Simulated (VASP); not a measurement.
# LiHfSe2 (P-3m1) in VASP: single point with LDA

Aim: the single point of LiHfSe2 with LDA.

Everything below comes from runs of VASP 6.6.1. Logs are shortened: lines on timing, memory, paths and dates and some standing lists are left out, and cuts for length are marked.

### 1 The cell of the first run

The structure is trigonal, space group P-3m1 (No. 164). Conventional cell: a = 3.706 Å, b = 3.706 Å, c = 6.600 Å, α = 90.00°, β = 90.00°, γ = 120.00°. Li (site symmetry -3m) has 6 Se at 2.71 Å and 2 Hf at 3.30 Å and 6 Li at 3.71 Å within 3.8 Å. Within 3.8 Å of Hf (site symmetry -3m) lie 6 Se at 2.70 Å and 2 Li at 3.30 Å and 6 Hf at 3.71 Å. Within 4.0 Å of Se (site symmetry 3m) lie 3 Hf at 2.70 Å and 3 Li at 2.71 Å and 12 Se at 3.71 to 3.95 Å.

### 2 Single point, LDA

INCAR reads:

```
PREC = Accurate
ENCUT = 750
EDIFF = 1E-6
ISMEAR = -1
SIGMA = 0.15
LREAL = False
LASPH = True
NELM = 120
ALGO = Normal
ISIF = 2
LWAVE = False
LCHARG = False
NBANDS = 64
GGA_COMPAT = False
```

KPOINTS reads:

```
Automatic mesh
0
Gamma
  2 2 2
```

POSCAR reads:

```
LiHfSe2
1.0
    7.4119558916      0.0000000000      0.0000000000
   -3.7059779458      6.4189420939      0.0000000000
    0.0000000000      0.0000000000      6.5995640000
Li Hf Se
4 4 8
Direct
    0.0000000000      0.0000000000      0.5000000000
    0.0000000000      0.5000000000      0.5000000000
    0.5000000000      0.0000000000      0.5000000000
    0.5000000000      0.5000000000      0.5000000000
    0.0000000000      0.0000000000      0.0000000000
    0.0000000000      0.5000000000      0.0000000000
    0.5000000000      0.0000000000      0.0000000000
    0.5000000000      0.5000000000      0.0000000000
    0.1666666667      0.3333333333      0.2483030000
    0.3333333333      0.1666666667      0.7516970000
    0.1666666667      0.8333333333      0.2483030000
    0.3333333333      0.6666666667      0.7516970000
    0.6666666667      0.3333333333      0.2483030000
    0.8333333333      0.1666666667      0.7516970000
    0.6666666667      0.8333333333      0.2483030000
    0.8333333333      0.6666666667      0.7516970000
```

Potentials or basis: VASP PAW LDA potentials, release 64 (Li_sv, Hf_pv, Se).

The run is started by

```
$ cat potpaw_LDA.64/Li_sv/POTCAR potpaw_LDA.64/Hf_pv/POTCAR potpaw_LDA.64/Se/POTCAR > POTCAR
$ mpirun -np 1 vasp_std > vasp.out
```

OUTCAR:

```text
PREC = Accurate
   ENCUT = 750
   EDIFF = 1E-6
   ISMEAR = -1
   LREAL = False
   LASPH = True
   NELM = 120
   ISIF = 2

 ion  position               nearest neighbor table
   1  0.000  0.000  0.500-
   2  0.000  0.500  0.500-
   3  0.500  0.000  0.500-
   4  0.500  0.500  0.500-
   5  0.000  0.000  0.000-  10 2.70  15 2.70   9 2.70  16 2.70  11 2.70  14 2.70   7 3.71   7 3.71
                             8 3.71   6 3.71   6 3.71   8 3.71
   6  0.000  0.500  0.000-  12 2.70  13 2.70  11 2.70  14 2.70   9 2.70  16 2.70   8 3.71   8 3.71
                             5 3.71   5 3.71   7 3.71   7 3.71
   7  0.500  0.000  0.000-  11 2.70  14 2.70  13 2.70  12 2.70  10 2.70  15 2.70   5 3.71   5 3.71
                             8 3.71   8 3.71   6 3.71   6 3.71
   8  0.500  0.500  0.000-   9 2.70  16 2.70  15 2.70  10 2.70  12 2.70  13 2.70   6 3.71   6 3.71
                             7 3.71   7 3.71   5 3.71   5 3.71
   9  0.167  0.333  0.248-   8 2.70   5 2.70   6 2.70
  10  0.333  0.167  0.752-   5 2.70   8 2.70   7 2.70
  11  0.167  0.833  0.248-   7 2.70   6 2.70   5 2.70
  12  0.333  0.667  0.752-   6 2.70   7 2.70   8 2.70
  13  0.667  0.333  0.248-   6 2.70   7 2.70   8 2.70
[... 10 lines left out ...]
 A1 = (   7.4119558916,   0.0000000000,   0.0000000000)
 A2 = (  -3.7059779458,   6.4189420939,   0.0000000000)
 A3 = (   0.0000000000,   0.0000000000,   6.5995640000)

Analysis of symmetry for initial positions (statically):
=====================================================================
 Subroutine PRICEL returns following result:

  LATTYP: Found a hexagonal cell.
 ALAT       =     3.7059779458
 C/A-ratio  =     1.7807887949

  Lattice vectors:

 A1 = (   3.7059779458,   0.0000000000,   0.0000000000)
 A2 = (  -1.8529889729,   3.2094710469,   0.0000000000)
 A3 = (   0.0000000000,   0.0000000000,   6.5995640000)

   4 primitive cells build up your supercell.

 Routine SETGRP: Setting up the symmetry group for a
 hexagonal supercell.

 Subroutine GETGRP returns: Found 12 space group operations
 (whereof 12 operations were pure point group operations)
 out of a pool of 24 trial point group operations.

The static configuration has the point symmetry D_3d.

Analysis of symmetry for dynamics (positions and initial velocities):
=====================================================================
 Subroutine PRICEL returns following result:

  LATTYP: Found a hexagonal cell.
 ALAT       =     3.7059779458
 C/A-ratio  =     1.7807887949

  Lattice vectors:

 A1 = (   3.7059779458,   0.0000000000,   0.0000000000)
[... 100 lines left out ...]
   NFREE  =      0    steps in history (QN), initial steepest desc. (CG)
   ISIF   =      2    stress and relaxation
   ISYM   =      2    0-nonsym 1-usesym 2-fastsym
   POTIM  = 0.5000    time-step for ionic-motion
   TEBEG  =    0.0;   TEEND  =   0.0 temperature during run
   PSTRESS=    0.0 pullay stress
   NELECT =     100.0000    total number of electrons
   NUPDOWN=      -1.0000    fix difference up-down
   EMIN   =  10.00;   EMAX   =-10.00  energy-range for DOS
   EFERMI =   0.00;   METHOD = LEGACY
   ISMEAR =    -1;   SIGMA  =   0.15  broadening in eV -4-tet -1-fermi 0-gaus
   EFERMI_NEDOS =   21; number of points for ismear=-14 and -15
   IALGO  =     38    algorithm
   IMIX   =      4    mixing-type and parameters
     AMIX     =   0.40;   BMIX     =  1.00
     AMIX_MAG =   1.60;   BMIX_MAG =  1.00
  volume/ion in A,a.u.               =      19.62       132.43
  Fermi-wavevector in a.u.,A,eV,Ry     =   1.117989  2.112693 17.005924  1.249900
  Thomas-Fermi vector in A             =   2.254617
   LORBIT       =      0    0 simple, 1 ext, 2 COOP (PROOUT), +10 PAW based schemes
   GGA     = CA    functional components
   LHFCALC =     F    Hartree Fock is set to
   AEXX    =    0.0000 exact exchange contribution
   IVDW    =     0    specifies the selected vdW correction
   LEPSILON=     F    determine dielectric tensor
   LRPA    =     F    only Hartree local field effects (RPA)
 non-spin polarized calculation
  energy-cutoff  :      750.00
  volume of cell :      313.99
 maximum number of plane-waves:     14694
 NGX is ok and might be reduce to    70
   NGX = 33   NGY = 33   NGZ = 29

 number of electron     100.0000003 magnetization

 Free energy of the ion-electron system (eV)
  ---------------------------------------------------
  ext. energy  EPLUGINS =         0.00000000
  ---------------------------------------------------
  free energy    TOTEN  =      -106.30534880 eV

  energy without entropy =     -106.00786729  energy(sigma->0) =     -106.15660804

 E-fermi :   5.0173     XC(G=0): -10.2061

 val. band max:        4.8333549663   @ k =   0.5000   0.0000   0.5000
 cond. band min:       5.2227187907   @ k =   0.0000   0.0000   0.0000
 fundamental gap:      0.3893638244
 Fermi energy:         5.0173464691

 k-point     1 :       0.0000    0.0000    0.0000
  band No.  band energies     occupation
      1     -40.8728      2.00000
      2     -40.8712      2.00000
      3     -40.8712      2.00000
      4     -40.8712      2.00000
      5     -26.6135      2.00000
      6     -26.6135      2.00000
[... 249 lines left out ...]
     61       7.8792      0.00000
     62       7.8792      0.00000
 [bands above 62 left out]

------------------------ aborting loop because EDIFF is reached ----------------------------------------

  FORCE on cell =-STRESS in cart. coord.  units (eV):
  Direction    XX          YY          ZZ          XY          YZ          ZX
  --------------------------------------------------------------------------------------
  -------------------------------------------------------------------------------------
  Total       -7.5821177     -7.5821177     -8.4012605      0.0000000      0.0000000     -0.0000000
  in kB      -38.6891844    -38.6891844    -42.8690151      0.0000000      0.0000000     -0.0000000
  external PRESSURE =     -40.0824613 kB  Pullay stress =       0.0000000 kB

 VOLUME and BASIS-vectors are now :
 -----------------------------------------------------------------------------
  energy-cutoff  :      750.00
  volume of cell :      313.99
      direct lattice vectors                 reciprocal lattice vectors
     7.411955892  0.000000000  0.000000000     0.134917155  0.077894456  0.000000000
    -3.705977946  6.418942094  0.000000000     0.000000000  0.155788911  0.000000000
     0.000000000  0.000000000  6.599564000     0.000000000  0.000000000  0.151525161

 POSITION                                       TOTAL-FORCE (eV/Angst)
 -----------------------------------------------------------------------------------
      0.00000      0.00000      3.29978         0.000000      0.000000     -0.000000
     -1.85299      3.20947      3.29978         0.000000      0.000000     -0.000000
      3.70598      0.00000      3.29978         0.000000      0.000000     -0.000000
      1.85299      3.20947      3.29978         0.000000      0.000000     -0.000000
      0.00000      0.00000      0.00000         0.000000      0.000000     -0.000000
     -1.85299      3.20947      0.00000         0.000000      0.000000     -0.000000
[... 8 lines left out ...]
      1.85299      5.34912      1.63869         0.000000     -0.000000     -0.206129
      3.70598      4.27929      4.96087        -0.000000      0.000000      0.206129
 -----------------------------------------------------------------------------------
    total drift:                                0.000000     -0.000000     -0.000000

  FREE ENERGIE OF THE ION-ELECTRON SYSTEM (eV)
  ---------------------------------------------------
  free  energy   TOTEN  =      -106.3053488005 eV

  energy  without entropy=     -106.0078672858  energy(sigma->0) =     -106.15660804
```

OSZICAR:

```text
N       E                     dE             d eps       ncg     rms          rms(c)
DAV:   1     0.731455851226E+03    0.73146E+03   -0.56971E+04   512   0.194E+03
DAV:   2    -0.290160828652E+02   -0.76047E+03   -0.72797E+03   592   0.418E+02
DAV:   3    -0.104824568358E+03   -0.75808E+02   -0.74971E+02   728   0.973E+01
DAV:   4    -0.110478259707E+03   -0.56537E+01   -0.56104E+01   848   0.231E+01
DAV:   5    -0.111095324332E+03   -0.61706E+00   -0.61670E+00   784   0.515E+00    0.798E+01
DAV:   6    -0.106584753261E+03    0.45106E+01   -0.13295E+01   576   0.960E+00    0.569E+01
DAV:   7    -0.106425994610E+03    0.15876E+00   -0.44760E+00   616   0.640E+00    0.660E+00
DAV:   8    -0.106313053427E+03    0.11294E+00   -0.47851E-01   640   0.221E+00    0.360E+00
DAV:   9    -0.106306959786E+03    0.60936E-02   -0.10699E-01   624   0.999E-01    0.269E+00
DAV:  10    -0.106305334097E+03    0.16257E-02   -0.11854E-02   648   0.317E-01    0.517E-01
DAV:  11    -0.106305449365E+03   -0.11527E-03   -0.13922E-03   648   0.107E-01    0.536E-01
DAV:  12    -0.106305347179E+03    0.10219E-03   -0.29946E-04   632   0.486E-02    0.103E-01
DAV:  13    -0.106305348703E+03   -0.15248E-05   -0.41596E-05   696   0.198E-02    0.222E-02
DAV:  14    -0.106305348801E+03   -0.97081E-07   -0.20671E-06   480   0.455E-03
   1 F= -.10630535E+03 E0= -.10615661E+03  d E =-.297482E+00
```

stdout:

```text
POSCAR found type information on POSCAR LiHfSe
 POSCAR found :  3 types and      16 ions
 scaLAPACK will be used
 LDA part: xc-table for (Slater(with rela. corr.)+CA(PZ))
 , standard interpolation
 POSCAR, INCAR and KPOINTS ok, starting setup
 FFT: planning ... GRIDC
 FFT: planning ... GRID_SOFT
 FFT: planning ... GRID
 WAVECAR not read
 entering main loop
```

Wall time 4.2 min (1 thread of AMD EPYC 7R43 (Zen 3), shared host); peak memory 0.46 GiB.

What came out:

| Property | Result |
| --- | --- |
| Free energy | -106.3053 eV |
| Pressure | -4.0 GPa |
| Largest force | 0.206 eV/Å |
| Band gap on the k mesh | zero (bands 50 and 51 overlap by 0.84 eV) |

Forces in eV/Å, atoms in the order of the input:
```
Li   0.000  0.000  0.000
Li   0.000  0.000  0.000
Li   0.000  0.000  0.000
Li   0.000  0.000  0.000
Hf   0.000  0.000  0.000
Hf   0.000  0.000  0.000
Hf   0.000  0.000  0.000
Hf   0.000  0.000  0.000
Se   0.000  0.000 -0.206
Se   0.000  0.000  0.206
Se   0.000  0.000 -0.206
Se   0.000  0.000  0.206
Se   0.000  0.000 -0.206
Se   0.000  0.000  0.206
Se   0.000  0.000 -0.206
Se   0.000  0.000  0.206
```

Caveat: the k points lie up to 0.49 Å⁻¹ apart, too coarse for converged energies and pressures of a metal; spin-orbit coupling is left out, which moves the levels of the heavy elements.

The gap in the log of VASP goes by the Fermi energy; the results here count the filled bands.